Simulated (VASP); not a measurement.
# SiC (ae) (F-43m) in VASP: notebook, part 2 of 2

VASP 6.6.1.

## (4) Single point, PBE (volume scaled by 1.03)

Input file INCAR:

```
SYSTEM = SiC
  ALGO = Normal
  EDIFF = 1E-6
  ENCUT = 600
  GGA = PE
  GGA_COMPAT = .FALSE.
  ISIF = 2
  ISMEAR = 0
  LASPH = .TRUE.
  LCHARG = .FALSE.
  LREAL = .FALSE.
  LWAVE = .FALSE.
  NBANDS = 11
  NELM = 120
  PREC = Accurate
  SIGMA = 0.02
```

Input file KPOINTS:

```
k-points
0
G
  10 10 10
  0 0 0
```

Input file POSCAR:

```
SiC
1.0
    0.0000000000      2.2115222601      2.2115222601
    2.2115222601      0.0000000000      2.2115222601
    2.2115222601      2.2115222601      0.0000000000
Si C
1 1
Direct
    0.0000000000      0.0000000000      0.0000000000
    0.2500000000      0.2500000000      0.2500000000
```

Potentials or basis: VASP PAW PBE potentials, release 64 (Si, C).

Command:

```bash
$ cat potpaw_PBE.64/Si/POTCAR potpaw_PBE.64/C/POTCAR > POTCAR
$ mpirun -np 1 vasp_std > vasp.out
```

OUTCAR:

```text
SYSTEM = SiC
   EDIFF = 1E-6
   ENCUT = 600
   GGA = PE
   ISIF = 2
   ISMEAR = 0
   LASPH = .TRUE.
   LREAL = .FALSE.
   NELM = 120
   PREC = Accurate

 ion  position               nearest neighbor table
   1  0.000  0.000  0.000-   2 1.92   2 1.92   2 1.92   2 1.92
   2  0.250  0.250  0.250-   1 1.92   1 1.92   1 1.92   1 1.92

  LATTYP: Found a face centered cubic cell.
 ALAT       =     4.4230445202

  Lattice vectors:

 A1 = (   0.0000000000,   2.2115222601,   2.2115222601)
 A2 = (   2.2115222601,   0.0000000000,   2.2115222601)
 A3 = (   2.2115222601,   2.2115222601,   0.0000000000)
[... 513 lines left out ...]
      7      18.7677      0.00000
      8      19.1299      0.00000
      9      20.8706      0.00000
     10      25.2884      0.00000
     11      28.1799      0.00000

 [... further k-points ...]
[... 5 lines left out ...]
  --------------------------------------------------------------------------------------
  -------------------------------------------------------------------------------------
  Total       -0.8220193     -0.8220193     -0.8220193     -0.0000000      0.0000000     -0.0000000
  in kB      -60.8819610    -60.8819610    -60.8819610     -0.0000000      0.0000000     -0.0000000
  external PRESSURE =     -60.8819610 kB  Pullay stress =       0.0000000 kB

 VOLUME and BASIS-vectors are now :
 -----------------------------------------------------------------------------
  energy-cutoff  :      600.00
  volume of cell :       21.63
      direct lattice vectors                 reciprocal lattice vectors
     0.000000000  2.211522260  2.211522260    -0.226088613  0.226088613  0.226088613
     2.211522260  0.000000000  2.211522260     0.226088613 -0.226088613  0.226088613
     2.211522260  2.211522260  0.000000000     0.226088613  0.226088613 -0.226088613

 POSITION                                       TOTAL-FORCE (eV/Angst)
 -----------------------------------------------------------------------------------
      0.00000      0.00000      0.00000         0.000000     -0.000000      0.000000
      1.10576      1.10576      1.10576        -0.000000      0.000000     -0.000000
 -----------------------------------------------------------------------------------
    total drift:                               -0.000000     -0.000000     -0.000000

  FREE ENERGIE OF THE ION-ELECTRON SYSTEM (eV)
  ---------------------------------------------------
  free  energy   TOTEN  =       -15.0501883305 eV

  energy  without entropy=      -15.0501883305  energy(sigma->0) =      -15.05018833
```

stdout:

```text
POSCAR found type information on POSCAR SiC
 POSCAR found :  2 types and       2 ions
 scaLAPACK will be used
 LDA part: xc-table for (Slater+PW92), standard interpolation
 POSCAR, INCAR and KPOINTS ok, starting setup
 FFT: planning ... GRIDC
 FFT: planning ... GRID_SOFT
 FFT: planning ... GRID
 WAVECAR not read
 entering main loop
```

It took 14 s on 1 thread of Intel Xeon Platinum 8259CL at 2.50GHz (Skylake/Cascade Lake), shared host; peak memory 0.15 GiB.

Results:

```
Free energy            : -15.0502 eV
Pressure               : -6.1 GPa
Band gap on the k mesh : 1.40 eV, indirect (least direct gap 4.50 eV)
```

## (5) Single point, PBE (volume scaled by 1.06)

Input file INCAR:

```
PREC = Accurate ; ENCUT = 600
EDIFF = 1E-6 ; ISMEAR = 0
SIGMA = 0.02 ; LREAL = F
LASPH = T ; NELM = 120
ALGO = Normal ; ISIF = 2
LWAVE = F ; LCHARG = F
GGA = PE ; NBANDS = 11
GGA_COMPAT = F
```

Input file KPOINTS:

```
Automatic mesh
0
Gamma
  10 10 10
```

Input file POSCAR:

```
SiC
1.0
    0.0000000000      2.2327882018      2.2327882018
    2.2327882018      0.0000000000      2.2327882018
    2.2327882018      2.2327882018      0.0000000000
Si C
1 1
Direct
    0.0000000000      0.0000000000      0.0000000000
    0.2500000000      0.2500000000      0.2500000000
```

Potentials or basis: VASP PAW PBE potentials, release 64 (Si, C).

Command:

```bash
$ cat potpaw_PBE.64/Si/POTCAR potpaw_PBE.64/C/POTCAR > POTCAR
$ mpirun -np 1 vasp_std > vasp.out
```

OUTCAR:

```text
PREC = Accurate
   ENCUT = 600
   EDIFF = 1E-6
   ISMEAR = 0
   LREAL = F
   LASPH = T
   NELM = 120
   ISIF = 2
   GGA = PE

 ion  position               nearest neighbor table
   1  0.000  0.000  0.000-   2 1.93   2 1.93   2 1.93   2 1.93
   2  0.250  0.250  0.250-   1 1.93   1 1.93   1 1.93   1 1.93

  LATTYP: Found a face centered cubic cell.
 ALAT       =     4.4655764036

  Lattice vectors:

 A1 = (   0.0000000000,   2.2327882018,   2.2327882018)
 A2 = (   2.2327882018,   0.0000000000,   2.2327882018)
 A3 = (   2.2327882018,   2.2327882018,   0.0000000000)

Analysis of symmetry for initial positions (statically):
=====================================================================
 Subroutine PRICEL returns:
 Original cell was already a primitive cell.

 Routine SETGRP: Setting up the symmetry group for a
 face centered cubic supercell.

 Subroutine GETGRP returns: Found 24 space group operations
 (whereof 24 operations were pure point group operations)
 out of a pool of 48 trial point group operations.

The static configuration has the point symmetry T_d .

Analysis of symmetry for dynamics (positions and initial velocities):
[... 166 lines left out ...]

 k-point     1 :       0.0000    0.0000    0.0000
  band No.  band energies     occupation
      1      -7.5345      2.00000
      2       7.3061      2.00000
      3       7.3061      2.00000
      4       7.3061      2.00000
      5      12.6880      0.00000
      6      14.1241      0.00000
      7      14.1241      0.00000
      8      14.1241      0.00000
      9      21.3954      0.00000
     10      21.3954      0.00000
     11      22.6833      0.00000
[... 309 lines left out ...]
 k-point    24 :       0.4000    0.3000    0.0000
  band No.  band energies     occupation
      1      -4.5840      2.00000
      2       1.8034      2.00000
      3       4.3013      2.00000
      4       4.7966      2.00000
      5      10.1177      0.00000
      6      12.6296      0.00000
      7      18.1650      0.00000
      8      18.5559      0.00000
      9      20.2421      0.00000
     10      24.7248      0.00000
     11      27.4178      0.00000

 [... further k-points ...]
[... 5 lines left out ...]
  --------------------------------------------------------------------------------------
  -------------------------------------------------------------------------------------
  Total       -1.5538663     -1.5538663     -1.5538663     -0.0000000     -0.0000000     -0.0000000
  in kB     -111.8282801   -111.8282801   -111.8282801     -0.0000000     -0.0000000     -0.0000000
  external PRESSURE =    -111.8282801 kB  Pullay stress =       0.0000000 kB

 VOLUME and BASIS-vectors are now :
 -----------------------------------------------------------------------------
  energy-cutoff  :      600.00
  volume of cell :       22.26
      direct lattice vectors                 reciprocal lattice vectors
     0.000000000  2.232788202  2.232788202    -0.223935257  0.223935257  0.223935257
     2.232788202  0.000000000  2.232788202     0.223935257 -0.223935257  0.223935257
     2.232788202  2.232788202  0.000000000     0.223935257  0.223935257 -0.223935257

 POSITION                                       TOTAL-FORCE (eV/Angst)
 -----------------------------------------------------------------------------------
      0.00000      0.00000      0.00000        -0.000000     -0.000000     -0.000000
      1.11639      1.11639      1.11639         0.000000      0.000000      0.000000
 -----------------------------------------------------------------------------------
    total drift:                               -0.000000     -0.000000      0.000000

  FREE ENERGIE OF THE ION-ELECTRON SYSTEM (eV)
  ---------------------------------------------------
  free  energy   TOTEN  =       -15.0165023484 eV

  energy  without entropy=      -15.0165023484  energy(sigma->0) =      -15.01650235
```

OSZICAR:

```text
N       E                     dE             d eps       ncg     rms          rms(c)
DAV:   1     0.483841620325E+01    0.48384E+01   -0.41413E+03  1066   0.680E+02
DAV:   2    -0.160092077013E+02   -0.20848E+02   -0.20129E+02  1320   0.115E+02
DAV:   3    -0.166743725765E+02   -0.66516E+00   -0.66378E+00  1271   0.166E+01
DAV:   4    -0.166771642748E+02   -0.27917E-02   -0.27914E-02  1180   0.136E+00
DAV:   5    -0.166771780075E+02   -0.13733E-04   -0.13733E-04  1282   0.910E-02    0.809E+00
DAV:   6    -0.150528126470E+02    0.16244E+01   -0.63802E+00  1160   0.109E+01    0.351E+00
DAV:   7    -0.150234776918E+02    0.29335E-01   -0.30246E-01  1226   0.321E+00    0.165E+00
DAV:   8    -0.150162823238E+02    0.71954E-02   -0.19134E-02  1169   0.923E-01    0.172E-01
DAV:   9    -0.150163746839E+02   -0.92360E-04   -0.18223E-03  1320   0.235E-01    0.110E-01
DAV:  10    -0.150164989341E+02   -0.12425E-03   -0.28342E-04  1163   0.996E-02    0.267E-02
DAV:  11    -0.150165018334E+02   -0.28993E-05   -0.53974E-05  1250   0.367E-02    0.712E-03
DAV:  12    -0.150165023484E+02   -0.51499E-06   -0.24566E-06  1123   0.939E-03
   1 F= -.15016502E+02 E0= -.15016502E+02  d E =-.215714E-20
```

Wall time 15 s (1 thread of Intel Xeon Platinum 8259CL at 2.50GHz (Skylake/Cascade Lake), shared host); peak memory 0.15 GiB.

Results:

```
Free energy            : -15.0165 eV
Pressure               : -11.2 GPa
Band gap on the k mesh : 1.42 eV, indirect (least direct gap 4.46 eV)
```

 A k mesh can miss the band edges.

## (6) Summary

| cell | gap on the mesh (eV) | pressure (GPa) |
| --- | --- | --- |
| a = 3.097 Å, angles 60.0°, 2 atoms | 1.37 | -0.2 |
| a = 3.066 Å, angles 60.0°, 2 atoms | 1.34 | 6.7 |
| a = 3.128 Å, angles 60.0°, 2 atoms | 1.40 | -6.1 |
| a = 3.158 Å, angles 60.0°, 2 atoms | 1.42 | -11.2 |

Alike in all rows: task single point; level PBE; potentials or basis VASP PAW PBE potentials, release 64 (Si, C); no spin polarisation; k mesh 10 × 10 × 10; cutoff (eV) 600; smearing gaussian 0.02 eV.

Absolute energies hang on the potentials; compare differences alone.

## (7) How close it comes

Step 2. Against the measured gap of SiC, 2.4 eV (indirect; quoted in “Insight into the structural, elastic and electronic properties of a new orthorhombic 6O-SiC polytype”, 2020, pmc:7200658), the calculated 1.37 eV is off by -1.03 eV. The value is that of PBE on a finite k mesh, which can miss the band edges, without temperature or zero-point motion. Semilocal functionals fall short of measured gaps as a rule.
